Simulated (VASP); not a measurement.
# NiO (Fm-3m) in VASP: a series of runs

Runs on NiO. Level: PBE+U. Tasks: single point, relaxation of volume and atoms at fixed shape.

Program: VASP 6.6.1. These are calculated values, not measurements. Logs are shortened: lines on timing, memory, paths and dates and some standing lists are left out, and cuts for length are marked.

## 1. The cell of the first run

The structure is cubic, space group Fm-3m (No. 225). The conventional cell has a = 4.254 Å, b = 4.254 Å, c = 4.254 Å, α = 90.00°, β = 90.00°, γ = 90.00°. Ni (site symmetry m-3m) has 6 O at 2.13 Å within 2.8 Å. Within 2.8 Å of O (site symmetry m-3m) lie 6 Ni at 2.13 Å.

## 2. Single point, PBE+U, collinear spin, ferromagnetic start

INCAR

```
PREC = Accurate
ENCUT = 600
EDIFF = 1E-6
ISMEAR = -1
SIGMA = 0.05
LREAL = F
LASPH = T
NELM = 200
ALGO = Normal
ISIF = 2
LWAVE = F
LCHARG = F
ISPIN = 2
MAGMOM = 1.5 0
LORBIT = 11
LMAXMIX = 4
LDAU = T
LDAUTYPE = 2
LDAUL = 2 -1
LDAUU = 4 0
LDAUJ = 0 0
LDAUPRINT = 1
GGA = PE
NBANDS = 19
GGA_COMPAT = F
```

KPOINTS

```
regular mesh
0
Gamma
  7 7 7
```

POSCAR

```
NiO
1.0
    0.0000000000      2.1269610894      2.1269610894
    2.1269610894      0.0000000000      2.1269610894
    2.1269610894      2.1269610894      0.0000000000
Ni O
1 1
Direct
    0.0000000000      0.0000000000      0.0000000000
    0.5000000000      0.5000000000      0.5000000000
```

Potentials or basis: VASP PAW PBE potentials, release 64 (Ni, O).

On the command line:

```bash
$ cat potpaw_PBE.64/Ni/POTCAR potpaw_PBE.64/O/POTCAR > POTCAR
$ mpirun -np 1 vasp_std > vasp.out
```

OUTCAR:

```text
PREC = Accurate
   ENCUT = 600
   EDIFF = 1E-6
   ISMEAR = -1
   LREAL = F
   LASPH = T
   NELM = 200
   ISIF = 2
   ISPIN = 2
   LORBIT = 11
   GGA = PE

 ion  position               nearest neighbor table
   1  0.000  0.000  0.000-   2 2.13   2 2.13   2 2.13   2 2.13   2 2.13   2 2.13
   2  0.500  0.500  0.500-   1 2.13   1 2.13   1 2.13   1 2.13   1 2.13   1 2.13

  LATTYP: Found a face centered cubic cell.
 ALAT       =     4.2539221788

  Lattice vectors:

 A1 = (   0.0000000000,   2.1269610894,   2.1269610894)
 A2 = (   2.1269610894,   0.0000000000,   2.1269610894)
 A3 = (   2.1269610894,   2.1269610894,   0.0000000000)

Analysis of symmetry for initial positions (statically):
=====================================================================
 Subroutine PRICEL returns:
 Original cell was already a primitive cell.

 Routine SETGRP: Setting up the symmetry group for a
 face centered cubic supercell.

 Subroutine GETGRP returns: Found 48 space group operations
 (whereof 48 operations were pure point group operations)
 out of a pool of 48 trial point group operations.

The static configuration has the point symmetry O_h .

Analysis of symmetry for dynamics (positions and initial velocities):
=====================================================================
 Subroutine PRICEL returns:
 Original cell was already a primitive cell.

 Routine SETGRP: Setting up the symmetry group for a
 face centered cubic supercell.

 Subroutine GETGRP returns: Found 48 space group operations
 (whereof 48 operations were pure point group operations)
 out of a pool of 48 trial point group operations.

The dynamic configuration has the point symmetry O_h .

Analysis of structural, dynamic, and magnetic symmetry:
=====================================================================
 Subroutine PRICEL returns:
 Original cell was already a primitive cell.

 Routine SETGRP: Setting up the symmetry group for a
 face centered cubic supercell.

 Subroutine GETGRP returns: Found 48 space group operations
 (whereof 48 operations were pure point group operations)
 out of a pool of 48 trial point group operations.

The overall configuration has the point symmetry O_h .

 Subroutine INISYM returns: Found 48 space group operations
 (whereof 48 operations are pure point group operations),
 and found     1 'primitive' translations

----------------------------------------------------------------------------------------

                                     Primitive cell

  volume of cell :      19.2446

  direct lattice vectors                    reciprocal lattice vectors
     0.000000000  2.126961089  2.126961089    -0.235077173  0.235077173  0.235077173
     2.126961089  0.000000000  2.126961089     0.235077173 -0.235077173  0.235077173
     2.126961089  2.126961089  0.000000000     0.235077173  0.235077173 -0.235077173

  length of vectors
     3.007977219  3.007977219  3.007977219     0.407165607  0.407165607  0.407165607

  position of ions in fractional coordinates (direct lattice)
     0.000000000  0.000000000  0.000000000
     0.500000000  0.500000000  0.500000000

  ion indices of the primitive-cell ions
   primitive index   ion index
                 1           1
                 2           2

----------------------------------------------------------------------------------------

 KPOINTS: regular mesh

Automatic generation of k-mesh.
 Grid dimensions read from file:
 generate k-points for:    7    7    7

 Generating k-lattice:

  Cartesian coordinates                     Fractional coordinates (reciprocal lattice)
    -0.033582453  0.033582453  0.033582453     0.142857143  0.000000000  0.000000000
     0.033582453 -0.033582453  0.033582453     0.000000000  0.142857143  0.000000000
     0.033582453  0.033582453 -0.033582453     0.000000000  0.000000000  0.142857143

  Length of vectors
     0.058166515  0.058166515  0.058166515

  Shift w.r.t. Gamma in fractional coordinates (k-lattice)
     0.000000000  0.000000000  0.000000000

 Subroutine IBZKPT returns following result:
 ===========================================

 Found     20 irreducible k-points:

 Following reciprocal coordinates:
            Coordinates               Weight
  0.000000  0.000000  0.000000      1.000000
  0.142857  0.000000  0.000000      8.000000
  0.285714  0.000000  0.000000      8.000000
  0.428571  0.000000  0.000000      8.000000
  0.142857  0.142857  0.000000      6.000000
  0.285714  0.142857  0.000000     24.000000
[... 12 lines left out ...]
 -0.428571  0.428571  0.142857     24.000000
 -0.285714  0.428571  0.142857     24.000000
   k-points           NKPTS =     20   k-points in BZ     NKDIM =     20   number of bands    NBANDS=     19
   number of dos      NEDOS =    301   number of ions     NIONS =      2
   total plane-waves  NPLWV =  13824
   dimension x,y,z NGX =    24 NGY =   24 NGZ =   24
   dimension x,y,z NGXF=    48 NGYF=   48 NGZF=   48
   ions per type =               1   1
   NGX,Y,Z   is equivalent  to a cutoff of  13.26, 13.26, 13.26 a.u.
   NGXF,Y,Z  is equivalent  to a cutoff of  26.53, 26.53, 26.53 a.u.
 SYSTEM =  unknown system
   PREC   = accura    normal or accurate (medium, high low for compatibility)
   ISTART =      0    job   : 0-new  1-cont  2-samecut
   ICHARG =      2    charge: 1-file 2-atom 10-const
   ISPIN  =      2    spin polarized calculation?
   LNONCOLLINEAR =      F non collinear calculations
   LSORBIT =      F    spin-orbit coupling
   LASPH  =      T    aspherical Exc in radial PAW
   ENCUT  =  600.0 eV  44.10 Ry    6.64 a.u.   6.01  6.01  6.01*2*pi/ulx,y,z
   NELM   =    200;   NELMIN=  2; NELMDL= -5     # of ELM steps
   EDIFF  = 0.1E-05   stopping-criterion for ELM
   LREAL  =      F    real-space projection
[... 7 lines left out ...]
   TEBEG  =    0.0;   TEEND  =   0.0 temperature during run
   PSTRESS=    0.0 pullay stress
   NELECT =      16.0000    total number of electrons
   NUPDOWN=      -1.0000    fix difference up-down
   EMIN   =  10.00;   EMAX   =-10.00  energy-range for DOS
   EFERMI =   0.00;   METHOD = LEGACY
   ISMEAR =    -1;   SIGMA  =   0.05  broadening in eV -4-tet -1-fermi 0-gaus
   EFERMI_NEDOS =   21; number of points for ismear=-14 and -15
   IALGO  =     38    algorithm
   IMIX   =      4    mixing-type and parameters
     AMIX     =   0.40;   BMIX     =  1.00
     AMIX_MAG =   1.60;   BMIX_MAG =  1.00
  volume/ion in A,a.u.               =       9.62        64.93
  Fermi-wavevector in a.u.,A,eV,Ry     =   1.539378  2.909003 32.241518  2.369685
  Thomas-Fermi vector in A             =   2.645614
   LORBIT       =     11    0 simple, 1 ext, 2 COOP (PROOUT), +10 PAW based schemes
 LDA+U is selected, type is set to LDAUTYPE =  2
   angular momentum for each species LDAUL =     2   -1
   U (eV)           for each species LDAUU =   4.0  0.0
   J (eV)           for each species LDAUJ =   0.0  0.0
   GGA     = PE    functional components
   LHFCALC =     F    Hartree Fock is set to
   AEXX    =    0.0000 exact exchange contribution
   IVDW    =     0    specifies the selected vdW correction
   LEPSILON=     F    determine dielectric tensor
   LRPA    =     F    only Hartree local field effects (RPA)
 spin polarized calculation
  energy-cutoff  :      600.00
  volume of cell :       19.24
 maximum number of plane-waves:       654
   NGX = 13   NGY = 13   NGZ = 13

atom =   1  type =  1  l = 2

 onsite density matrix

spin component  1

  0.9756 -0.0000 -0.0000  0.0000  0.0000
 -0.0000  0.9756  0.0000  0.0000 -0.0000
 -0.0000  0.0000  1.0188  0.0000  0.0000
  0.0000  0.0000  0.0000  0.9756  0.0000
  0.0000 -0.0000  0.0000  0.0000  1.0188

spin component  2

  0.9731 -0.0000 -0.0000 -0.0000  0.0000
 -0.0000  0.9731 -0.0000 -0.0000  0.0000
 -0.0000 -0.0000  0.1574  0.0000 -0.0000
 -0.0000 -0.0000  0.0000  0.9731 -0.0000
  0.0000  0.0000 -0.0000 -0.0000  0.1574

 occupancies and eigenvectors

  o =  0.1574  v =  0.0000  0.0000  0.0000  0.0000  0.0000  0.0000  0.0000 -1.0000  0.0000 -0.0024      0.0000  0.0000  0.0000  0.0000  0.0000  0.0000  0.0000  0.0000  0.0000  0.0000
  o =  0.1574  v =  0.0000  0.0000  0.0000  0.0000  0.0000  0.0000  0.0000 -0.0024 -0.0000  1.0000      0.0000  0.0000  0.0000  0.0000  0.0000  0.0000  0.0000  0.0000  0.0000  0.0000
  o =  0.9731  v =  0.0000  0.0000  0.0000  0.0000  0.0000  0.0000 -0.9988 -0.0000 -0.0491  0.0000      0.0000  0.0000  0.0000  0.0000  0.0000  0.0000  0.0000  0.0000  0.0000  0.0000
  o =  0.9731  v =  0.0000  0.0000  0.0000  0.0000  0.0000  1.0000  0.0000  0.0000  0.0000  0.0000      0.0000  0.0000  0.0000  0.0000  0.0000  0.0000  0.0000  0.0000  0.0000  0.0000
  o =  0.9731  v =  0.0000  0.0000  0.0000  0.0000  0.0000  0.0000  0.0491  0.0000 -0.9988  0.0000      0.0000  0.0000  0.0000  0.0000  0.0000  0.0000  0.0000  0.0000  0.0000  0.0000
  o =  0.9756  v =  0.0000  0.8564  0.0000 -0.5163 -0.0000  0.0000  0.0000  0.0000  0.0000  0.0000      0.0000  0.0000  0.0000  0.0000  0.0000  0.0000  0.0000  0.0000  0.0000  0.0000
  o =  0.9756  v =  0.0000  0.5163  0.0000  0.8564 -0.0000  0.0000  0.0000  0.0000  0.0000  0.0000      0.0000  0.0000  0.0000  0.0000  0.0000  0.0000  0.0000  0.0000  0.0000  0.0000
  o =  0.9756  v =  1.0000  0.0000  0.0000  0.0000  0.0000  0.0000  0.0000  0.0000  0.0000  0.0000      0.0000  0.0000  0.0000  0.0000  0.0000  0.0000  0.0000  0.0000  0.0000  0.0000
  o =  1.0188  v =  0.0000 -0.0000 -0.0087  0.0000 -1.0000  0.0000  0.0000  0.0000  0.0000  0.0000      0.0000  0.0000  0.0000  0.0000  0.0000  0.0000  0.0000  0.0000  0.0000  0.0000
  o =  1.0188  v =  0.0000  0.0000 -1.0000 -0.0000  0.0087  0.0000  0.0000  0.0000  0.0000  0.0000      0.0000  0.0000  0.0000  0.0000  0.0000  0.0000  0.0000  0.0000  0.0000  0.0000

 number of electron      16.0000014 magnetization       1.9999900

 Free energy of the ion-electron system (eV)
  ---------------------------------------------------
  ext. energy  EPLUGINS =         0.00000000
  ---------------------------------------------------
  free energy    TOTEN  =       -10.50958266 eV

  energy without entropy =      -10.50958265  energy(sigma->0) =      -10.50958265

 E-fermi :   7.1374     XC(G=0): -12.3353

 val. band max:        6.3074692573   @ k =   0.4286   0.0000   0.0000
 cond. band min:       7.8650910100   @ k =   0.0000   0.0000   0.0000
 fundamental gap:      1.5576217527
 Fermi energy:         7.1373858378

 spin component 1

 k-point     1 :       0.0000    0.0000    0.0000
  band No.  band energies     occupation
      1     -12.4332      1.00000
      2       1.3818      1.00000
      3       1.3819      1.00000
      4       2.3190      1.00000
      5       2.3191      1.00000
      6       2.3191      1.00000
[... 11 lines left out ...]
     18      30.4294      0.00000
     19      30.4295      0.00000
[... 397 lines left out ...]
 k-point    20 :      -0.2857    0.4286    0.1429
  band No.  band energies     occupation
      1     -11.1197      1.00000
      2       0.2530      1.00000
      3       0.7772      1.00000
      4       0.9878      1.00000
      5       2.1766      1.00000
      6       3.0273      1.00000
[... 11 lines left out ...]
     18      37.2205      0.00000
     19      40.7579      0.00000
 Fermi energy:         7.1373858378

 spin component 2

 k-point     1 :       0.0000    0.0000    0.0000
  band No.  band energies     occupation
      1     -12.0586      1.00000
      2       3.2883      1.00000
      3       3.2887      1.00000
      4       3.2889      1.00000
      5       5.1338      1.00000
      6       5.1338      1.00000
[... 11 lines left out ...]
     18      33.9724      0.00000
     19      33.9727      0.00000
[... 397 lines left out ...]
 k-point    20 :      -0.2857    0.4286    0.1429
  band No.  band energies     occupation
      1     -10.5329      1.00000
      2       1.3905      1.00000
      3       1.4615      1.00000
      4       3.0551      1.00000
      5       4.0599      1.00000
      6       4.3222      1.00000
[... 11 lines left out ...]
     18      38.7428      0.00000
     19      41.1457      0.00000

------------------------ aborting loop because EDIFF is reached ----------------------------------------

  FORCE on cell =-STRESS in cart. coord.  units (eV):
  Direction    XX          YY          ZZ          XY          YZ          ZX
  --------------------------------------------------------------------------------------
  -------------------------------------------------------------------------------------
  Total       -0.6433849     -0.6433849     -0.6433849      0.0000000      0.0000000      0.0000000
  in kB      -53.5639750    -53.5639750    -53.5639750      0.0000000      0.0000000      0.0000000
  external PRESSURE =     -53.5639750 kB  Pullay stress =       0.0000000 kB

 VOLUME and BASIS-vectors are now :
 -----------------------------------------------------------------------------
  energy-cutoff  :      600.00
  volume of cell :       19.24
      direct lattice vectors                 reciprocal lattice vectors
     0.000000000  2.126961089  2.126961089    -0.235077173  0.235077173  0.235077173
     2.126961089  0.000000000  2.126961089     0.235077173 -0.235077173  0.235077173
     2.126961089  2.126961089  0.000000000     0.235077173  0.235077173 -0.235077173

 POSITION                                       TOTAL-FORCE (eV/Angst)
 -----------------------------------------------------------------------------------
      0.00000      0.00000      0.00000         0.000000      0.000000      0.000000
      2.12696      2.12696      2.12696         0.000000      0.000000      0.000000
 -----------------------------------------------------------------------------------
    total drift:                                0.000000     -0.000000     -0.000000

  FREE ENERGIE OF THE ION-ELECTRON SYSTEM (eV)
  ---------------------------------------------------
  free  energy   TOTEN  =       -10.5095826575 eV

  energy  without entropy=      -10.5095826493  energy(sigma->0) =      -10.50958265

 total charge

# of ion       s       p       d       tot
------------------------------------------
    1        0.326   0.380   8.175   8.880
    2        1.546   3.444   0.000   4.990
--------------------------------------------------
tot          1.872   3.823   8.175  13.870

 magnetization (x)

# of ion       s       p       d       tot
------------------------------------------
    1        0.011   0.013   1.730   1.754
    2        0.021   0.199   0.000   0.220
--------------------------------------------------
tot          0.032   0.212   1.730   1.974
```

It took 9.7 s on 1 thread of Intel Xeon 6975P-C (Granite Rapids), shared host; peak memory 0.15 GiB.

Results:

| Item | Value |
| --- | --- |
| Free energy | -10.5096 eV |
| Pressure | -5.4 GPa |
| Band gap on the k mesh | 1.56 eV, indirect (least direct gap 2.35 eV) |
| Net moment | 2.00 μB per cell |
| Site moments | Ni +1.75; O +0.22 μB |
| Valence electrons inside the program's atomic spheres | Ni 8.88; O 4.99 |

Eigenvalues of the final occupation matrices:
| site | spin | trace | eigenvalues |
| --- | --- | --- | --- |
| site 1 d | 1 | 4.96 | 0.98 0.98 0.98 1.02 1.02 |
| site 1 d | 2 | 3.23 | 0.16 0.16 0.97 0.97 0.97 |

Caveat: a cell with one magnetic atom can't hold antiferromagnetic order, which such compounds often take. A k mesh can miss the band edges.

## 3. Relaxation of volume and atoms at fixed shape, PBE+U, collinear spin, ferromagnetic start

This run uses another cell than the first one, of 9.08 Å³/atom, 0.943 times its volume.

INCAR

```
PREC = Accurate
ENCUT = 600
EDIFF = 1E-7
ISMEAR = -1
SIGMA = 0.05
LREAL = False
LASPH = True
NELM = 200
ALGO = Normal
ISIF = 8
LWAVE = False
LCHARG = False
ISPIN = 2
MAGMOM = 1.5 0
LORBIT = 11
LMAXMIX = 4
LDAU = True
LDAUTYPE = 2
LDAUL = 2 -1
LDAUU = 4 0
LDAUJ = 0 0
LDAUPRINT = 1
GGA = PE
IBRION = 2
NSW = 80
EDIFFG = -0.01
GGA_COMPAT = False
NELMIN = 4
```

KPOINTS is that of step 2.

POSCAR

```
NiO
1.0
    0.0000000000      2.0859020000      2.0859020000
    2.0859020000      0.0000000000      2.0859020000
    2.0859020000      2.0859020000      0.0000000000
Ni O
1 1
Direct
    0.0000000000      0.0000000000      0.0000000000
    0.5000000000      0.5000000000      0.5000000000
```

Potentials or basis: VASP PAW PBE potentials, release 64 (Ni, O).

On the command line:

```bash
$ cat potpaw_PBE.64/Ni/POTCAR potpaw_PBE.64/O/POTCAR > POTCAR
$ mpirun -np 1 vasp_std > vasp.out
```

It took 19 s on 1 thread of Intel Xeon 6975P-C (Granite Rapids), shared host; peak memory 0.15 GiB.

The run converged. Its results:

* Free energy: -10.5167 eV
* Relaxed volume: 9.34 Å³/atom
* Relaxed cell: a = 2.978 Å, b = 2.978 Å, c = 2.978 Å, α = 60.00°, β = 60.00°, γ = 60.00°
* Space group after relaxing (to 0.05 Å): Fm-3m (No. 225)
* Energy gained by relaxing: 4.4 meV/atom
* Ionic steps: 3
* Pressure after relaxing: 0.0 GPa
* Band gap on the k mesh: 1.49 eV, indirect (least direct gap 2.35 eV)
* Net moment: 2.00 μB per cell
* Site moments: Ni +1.75; O +0.22 μB
* Valence electrons inside the program's atomic spheres: Ni 8.93; O 5.01

Step by step:
| step | energy change (eV) | largest force (eV/Å) | pressure (GPa) | volume (Å³) |
| --- | --- | --- | --- | --- |
| 1 | 0.0000 | 0.0000 | 5.51 | 18.15 |
| 2 | -0.0058 | 0.0000 | -2.96 | 18.98 |
| 3 | -0.0087 | 0.0000 | 0.00 | 18.67 |

Final structure:
```
Ni O
1.0
     0.00000    2.10561    2.10561
     2.10561    0.00000    2.10561
     2.10561    2.10561    0.00000
Ni O
1 1
Cartesian
  0.0000 0.0000 0.0000
  2.1056 2.1056 2.1056
```

Levels at points of the mesh, in eV from the valence-band top:
Spin up:
```
           k point  band 5  band 6  band 7  band 8  band 9  band 10  band 11  band 12  band 13
(0.00, 0.00, 0.00)   -4.05   -4.05   -1.73   -1.73   -1.73     2.28    18.31    18.31    18.31
```
Spin down:
```tsv
k point	band 3	band 4	band 5	band 6	band 7	band 8	band 9	band 10	band 11	band 12
(0.00, 0.00, 0.00)	-3.08	-3.08	-1.30	-1.30	-1.30	1.49	1.49	2.65	18.55	18.55
```

Eigenvalues of the final occupation matrices:
```csv
site,spin,trace,eigenvalues
site 1 d,1,4.97,0.98 0.98 0.98 1.02 1.02
site 1 d,2,3.25,0.16 0.16 0.97 0.97 0.97
```

Caveat: a cell with one magnetic atom can't hold antiferromagnetic order, which such compounds often take. The state reached can hang on the start; a lower one may exist.
